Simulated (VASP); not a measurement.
# AlNi3 (Pm-3m) in VASP: single point with PBE

Aim: the single point of AlNi3 with PBE.

Program: VASP 6.6.1. These are calculated values, not measurements. Logs are shortened: lines on timing, memory, paths and dates and some standing lists are left out, and cuts for length are marked.

### 1 The cell of the first run

Symmetry: Pm-3m, No. 221, cubic system. Conventional cell: a = 3.523 Å, b = 3.523 Å, c = 3.523 Å, α = 90.00°, β = 90.00°, γ = 90.00°. Within 3.3 Å of Al (site symmetry m-3m) lie 12 Ni at 2.49 Å. Ni (site symmetry 4/mmm) has 4 Al at 2.49 Å and 8 Ni at 2.49 Å within 3.3 Å.

### 2 Single point, PBE, collinear spin, ferromagnetic start

POSCAR reads:

```
AlNi3
1.0
    3.5230547267      0.0000000000      0.0000000000
    0.0000000000      3.5230547267      0.0000000000
    0.0000000000      0.0000000000      3.5230547267
Al Ni
1 3
Direct
    0.0000000000      0.0000000000      0.0000000000
    0.0000000000      0.5000000000      0.5000000000
    0.5000000000      0.0000000000      0.5000000000
    0.5000000000      0.5000000000      0.0000000000
```

INCAR.step1 reads:

```
SYSTEM = AlNi3
ALGO = Normal ; EDIFF = 1E-6
ENCUT = 520 ; GGA = PE
ISIF = 2 ; ISMEAR = -1
ISPIN = 2 ; LASPH = .TRUE.
LCHARG = .TRUE. ; LMAXMIX = 4
LREAL = .FALSE. ; LWAVE = .FALSE.
MAGMOM = 0 0.3 0.3 0.3 ; NBANDS = 28
NELM = 150 ; PREC = Accurate
SIGMA = 0.03
```

KPOINTS.step1 reads:

```
k-points
0
G
  10 10 10
  0 0 0
```

INCAR.step2 reads:

```
SYSTEM = AlNi3
ALGO = Normal ; EDIFF = 1E-6
ENCUT = 520 ; GGA = PE
ICHARG = 11 ; ISIF = 2
ISMEAR = -5 ; ISPIN = 2
LASPH = .TRUE. ; LCHARG = .FALSE.
LMAXMIX = 4 ; LORBIT = 11
LREAL = .FALSE. ; LWAVE = .FALSE.
MAGMOM = 0 0.3 0.3 0.3 ; NBANDS = 28
NEDOS = 2001 ; NELM = 150
PREC = Accurate ; SIGMA = 0.03
```

KPOINTS.step2 reads:

```
k-points
0
G
  15 15 15
  0 0 0
```

Potentials or basis: VASP PAW PBE potentials, release 64 (Al, Ni).

Run with:

```console
> cat potpaw_PBE.64/Al/POTCAR potpaw_PBE.64/Ni/POTCAR > POTCAR
> cp INCAR.step1 INCAR
> cp KPOINTS.step1 KPOINTS
> mpirun -np 1 vasp_std > vasp.out
> cp INCAR.step2 INCAR
> cp KPOINTS.step2 KPOINTS
> mpirun -np 1 vasp_std > vasp.out
```

OUTCAR:

```text
SYSTEM = AlNi3
   EDIFF = 1E-6
   ENCUT = 520
   GGA = PE
   ICHARG = 11
   ISIF = 2
   ISMEAR = -5
   ISPIN = 2
   LASPH = .TRUE.
   LORBIT = 11
   LREAL = .FALSE.
   NELM = 150
   PREC = Accurate

 ion  position               nearest neighbor table
   1  0.000  0.000  0.000-   2 2.49   3 2.49   4 2.49   2 2.49   3 2.49   2 2.49   4 2.49   2 2.49
                             3 2.49   4 2.49   3 2.49   4 2.49
   2  0.000  0.500  0.500-   1 2.49   3 2.49   4 2.49   1 2.49   4 2.49   1 2.49   3 2.49   1 2.49
                             3 2.49   4 2.49   4 2.49   3 2.49
   3  0.500  0.000  0.500-   1 2.49   2 2.49   4 2.49   1 2.49   4 2.49   2 2.49   4 2.49   4 2.49
                             1 2.49   2 2.49   1 2.49   2 2.49
   4  0.500  0.500  0.000-   1 2.49   2 2.49   3 2.49   2 2.49   3 2.49   1 2.49   3 2.49   3 2.49
                             1 2.49   2 2.49   2 2.49   1 2.49

  LATTYP: Found a simple cubic cell.
 ALAT       =     3.5230547267

  Lattice vectors:

 A1 = (   3.5230547267,   0.0000000000,   0.0000000000)
 A2 = (   0.0000000000,   3.5230547267,   0.0000000000)
 A3 = (   0.0000000000,   0.0000000000,   3.5230547267)

Analysis of symmetry for initial positions (statically):
=====================================================================
 Subroutine PRICEL returns:
 Original cell was already a primitive cell.

 Routine SETGRP: Setting up the symmetry group for a
 simple cubic supercell.

 Subroutine GETGRP returns: Found 48 space group operations
 (whereof 48 operations were pure point group operations)
 out of a pool of 48 trial point group operations.

The static configuration has the point symmetry O_h .

Analysis of symmetry for dynamics (positions and initial velocities):
=====================================================================
 Subroutine PRICEL returns:
 Original cell was already a primitive cell.

 Routine SETGRP: Setting up the symmetry group for a
 simple cubic supercell.

 Subroutine GETGRP returns: Found 48 space group operations
 (whereof 48 operations were pure point group operations)
 out of a pool of 48 trial point group operations.

The dynamic configuration has the point symmetry O_h .

Analysis of structural, dynamic, and magnetic symmetry:
=====================================================================
 Subroutine PRICEL returns:
 Original cell was already a primitive cell.

 Routine SETGRP: Setting up the symmetry group for a
[... 137 lines left out ...]
   GGA     = PE    functional components
   LHFCALC =     F    Hartree Fock is set to
   AEXX    =    0.0000 exact exchange contribution
   IVDW    =     0    specifies the selected vdW correction
   LEPSILON=     F    determine dielectric tensor
   LRPA    =     F    only Hartree local field effects (RPA)
 spin polarized calculation
 Fermi weights with tetrahedron method with Bloechl corrections
  energy-cutoff  :      520.00
  volume of cell :       43.73
 maximum number of plane-waves:      1201
 NGX is ok and might be reduce to    28

 number of electron      32.9999980 magnetization      -0.0000425

 Free energy of the ion-electron system (eV)
  ---------------------------------------------------
  ext. energy  EPLUGINS =         0.00000000
  ---------------------------------------------------
  free energy    TOTEN  =       -21.84473387 eV

  energy without entropy =      -21.84473387  energy(sigma->0) =      -21.84473387

 E-fermi :   9.8764     XC(G=0): -12.8539

 val. band max:        9.9011080195   @ k =   0.0667   0.0000   0.0000
 cond. band min:       9.8843755074   @ k =   0.3333   0.1333   0.1333
 fundamental gap:     -0.0167325121
 Fermi energy:         9.8764175579

 spin component 1

 k-point     1 :       0.0000    0.0000    0.0000
  band No.  band energies     occupation
      1      -0.2508      1.00000
      2       5.4944      1.00000
      3       6.2214      1.00000
      4       6.2214      1.00000
      5       6.6493      1.00000
      6       6.6493      1.00000
[... 733 lines left out ...]
     27      23.8224      0.00000
     28      24.6394      0.00000

 [... further k-points ...]

 spin component 2

 k-point     1 :       0.0000    0.0000    0.0000
  band No.  band energies     occupation
      1      -0.2507      1.00000
      2       5.4944      1.00000
      3       6.2214      1.00000
      4       6.2214      1.00000
      5       6.6493      1.00000
      6       6.6493      1.00000
[... 733 lines left out ...]
     27      23.8224      0.00000
     28      24.6394      0.00000

 [... further k-points ...]

------------------------ aborting loop because EDIFF is reached ----------------------------------------

  FORCE on cell =-STRESS in cart. coord.  units (eV):
  Direction    XX          YY          ZZ          XY          YZ          ZX
  --------------------------------------------------------------------------------------
  -------------------------------------------------------------------------------------
  Total        2.4500767      2.4500767      2.4500767      0.0000000      0.0000000      0.0000000
  in kB       89.7701785     89.7701785     89.7701785      0.0000000      0.0000000      0.0000000
  external PRESSURE =      89.7701785 kB  Pullay stress =       0.0000000 kB

 VOLUME and BASIS-vectors are now :
 -----------------------------------------------------------------------------
  energy-cutoff  :      520.00
  volume of cell :       43.73
      direct lattice vectors                 reciprocal lattice vectors
     3.523054727  0.000000000  0.000000000     0.283844583  0.000000000  0.000000000
     0.000000000  3.523054727  0.000000000     0.000000000  0.283844583  0.000000000
     0.000000000  0.000000000  3.523054727     0.000000000  0.000000000  0.283844583

 POSITION                                       TOTAL-FORCE (eV/Angst)
 -----------------------------------------------------------------------------------
      0.00000      0.00000      0.00000         0.000000      0.000000      0.000000
      0.00000      1.76153      1.76153         0.000000      0.000000      0.000000
      1.76153      0.00000      1.76153         0.000000      0.000000      0.000000
      1.76153      1.76153      0.00000         0.000000      0.000000      0.000000
 -----------------------------------------------------------------------------------
    total drift:                                0.000000      0.000000      0.000000

  FREE ENERGIE OF THE ION-ELECTRON SYSTEM (eV)
  ---------------------------------------------------
  free  energy   TOTEN  =       -21.8447338699 eV

  energy  without entropy=      -21.8447338699  energy(sigma->0) =      -21.84473387

 total charge

# of ion       s       p       d       tot
------------------------------------------
    1        0.411   0.405   0.000   0.816
    2        0.506   0.543   8.400   9.450
    3        0.506   0.543   8.400   9.450
    4        0.506   0.543   8.400   9.450
--------------------------------------------------
tot          1.930   2.036  25.201  29.166

 magnetization (x)

# of ion       s       p       d       tot
------------------------------------------
    1        0.000   0.000   0.000   0.000
    2       -0.000   0.000  -0.000  -0.000
    3       -0.000   0.000  -0.000  -0.000
    4       -0.000   0.000  -0.000  -0.000
--------------------------------------------------
tot         -0.000   0.000  -0.000  -0.000
```

It took 2.4 min on 1 thread of Intel Xeon 6975P-C (Granite Rapids), shared host; peak memory 0.31 GiB.

Results:

```yaml
Net_moment: 0.00 μB per cell
Valence_electrons_inside_the_program's_atomic_spheres: Al 0.82; Ni 9.45
```

Caveat: tetrahedron occupations give inexact forces and stress in metals.
